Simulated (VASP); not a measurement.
Wanted: the native input for a VASP 6.6.1 run.

```
Task                   : relaxation of cell and atoms
Functional             : PBE
Potentials or basis    : VASP PAW PBE potentials, release 64 (Li_sv, Ni_sv_GW, Pd_sv_GW)
Cutoff                 : 750 eV
k mesh                 : 4 × 4 × 4
Occupations            : gaussian, width 0.1 eV
Spin                   : no spin polarisation
Dipole correction      : no
Second run             : valence_matched
Further INCAR settings : ALGO = Normal; EDIFF = 1e-07; IBRION = 2; EDIFFG = -0.04; NSW = 90; ISIF = 3
```

The structure of Li3NiPd lies in POSCAR:

```
Li3NiPd
1.0
    3.8527220505      0.0000000000      0.0000000000
    0.0000000000      3.8527220505      0.0000000000
    0.0000000000      0.0000000000      3.8527220505
Li Ni Pd
3 1 1
Direct
    0.0000000000      0.5000000000      0.5000000000
    0.5000000000      0.0000000000      0.5000000000
    0.5000000000      0.5000000000      0.0000000000
    0.0000000000      0.0000000000      0.0000000000
    0.5000000000      0.5000000000      0.5000000000
```

One way to write it, as run:

INCAR

```
PREC = Accurate
ENCUT = 750
EDIFF = 1E-7
ISMEAR = 0
SIGMA = 0.1
LREAL = False
LASPH = True
NELM = 120
ALGO = Normal
ISIF = 3
LWAVE = False
LCHARG = False
GGA = PE
IBRION = 2
NSW = 90
EDIFFG = -0.04
GGA_COMPAT = False
NELMIN = 4
```

KPOINTS

```
Automatic mesh
0
Gamma
  4 4 4
```

Potentials or basis: VASP PAW PBE potentials, release 64 (Li_sv, Ni_sv_GW, Pd_sv_GW).

Run with:

```console
$ cat potpaw_PBE.64/Li_sv/POTCAR potpaw_PBE.64/Ni_sv_GW/POTCAR potpaw_PBE.64/Pd_sv_GW/POTCAR > POTCAR
$ mpirun -np 1 vasp_std > vasp.out
```

It gave:

| Item | Value |
| --- | --- |
| Relaxed volume | 17.83 Å³/atom |
| Relaxed cell | a = 4.467 Å, b = 4.467 Å, c = 4.467 Å, α = 90.00°, β = 90.00°, γ = 90.00° |
| Space group after relaxing (to 0.05 Å) | Pm-3m (No. 221) |
| Energy gained by relaxing | 456.4 meV/atom |
| Ionic steps | 4 |
| Pressure after relaxing | 0.2 GPa |

Caveat: the k points lie up to 0.35 Å⁻¹ apart in the final cell; the volume moved by over 15 % at a fixed basis, so the end points are rough.

Run time: 100 s on 1 thread of Intel(R) Xeon(R) 6975P-C (Granite Rapids) (shared host), peak memory 0.24 GiB.
